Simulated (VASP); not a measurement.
The system is Ba3As2.

```
Ba As
1.0
     0.00000    5.70547    5.70547
     5.70547    0.00000    5.70547
     5.70547    5.70547    0.00000
Ba As
6 4
Direct
  0.73840 0.26160 0.26160
  0.26160 0.73840 0.73840
  0.26160 0.73840 0.26160
  0.73840 0.26160 0.73840
  0.26160 0.26160 0.73840
  0.73840 0.73840 0.26160
  0.25000 0.25000 0.25000
  0.50000 0.50000 0.50000
  0.75000 0.75000 0.75000
  0.00000 0.00000 0.00000
```

The cell was generated, and may not be a known phase.

```yaml
Program: VASP 6.6.1
Task: relaxation of cell and atoms
Functional: PBE
Potentials_or_basis: VASP PAW PBE potentials, release 64 (Ba_sv, As_d)
Cutoff: 510 eV
k_mesh: 3 × 3 × 3
Occupations: gaussian, width 0.2 eV
Spin: no spin polarisation
```

At the start: pressure 9.8 GPa; volume 37.15 Å³/atom.

Q: Where does the relaxation end?

A: Over 5 steps the energy falls by 357.9 meV/atom and the volume is 47.49 Å³/atom (+27.8 %); space group Fm-3m (No. 225, to 0.1 Å) before, Pm-3m (No. 221, to 0.1 Å).

Step by step:
```
step  energy change (eV)  largest force (eV/Å)  pressure (GPa)  volume (Å³)
   1              0.0000                3.0841            9.78       371.45
   2             -3.4004                0.1926           -1.47       507.25
   3             -3.5721                0.1699           -0.15       475.61
   4             -3.5714                0.1390           -0.26       477.87
   5             -3.5793                0.0340           -0.12       474.86
```

Final structure:
```cif
data_structure
_symmetry_space_group_name_H-M 'P 1'
_symmetry_Int_Tables_number 1
_cell_length_a 8.7571
_cell_length_b 8.7571
_cell_length_c 8.7571
_cell_angle_alpha 60.000
_cell_angle_beta 60.000
_cell_angle_gamma 60.000
_cell_volume 474.86
loop_
_atom_site_label
_atom_site_type_symbol
_atom_site_fract_x
_atom_site_fract_y
_atom_site_fract_z
_atom_site_occupancy
Ba1 Ba 0.74978 0.25022 0.25022 1
Ba2 Ba 0.25022 0.74978 0.74978 1
Ba3 Ba 0.25022 0.74978 0.25022 1
Ba4 Ba 0.74978 0.25022 0.74978 1
Ba5 Ba 0.25022 0.25022 0.74978 1
Ba6 Ba 0.74978 0.74978 0.25022 1
As1 As 0.25000 0.25000 0.25000 1
As2 As 0.50000 0.50000 0.50000 1
As3 As 0.75000 0.75000 0.75000 1
As4 As 0.00000 0.00000 0.00000 1
```

Caveat: the volume moved by over 15 % at a fixed basis, so the end points are rough; the relaxation stopped at a loose force limit of 0.08 eV/Å, so its end isn't a converged minimum.
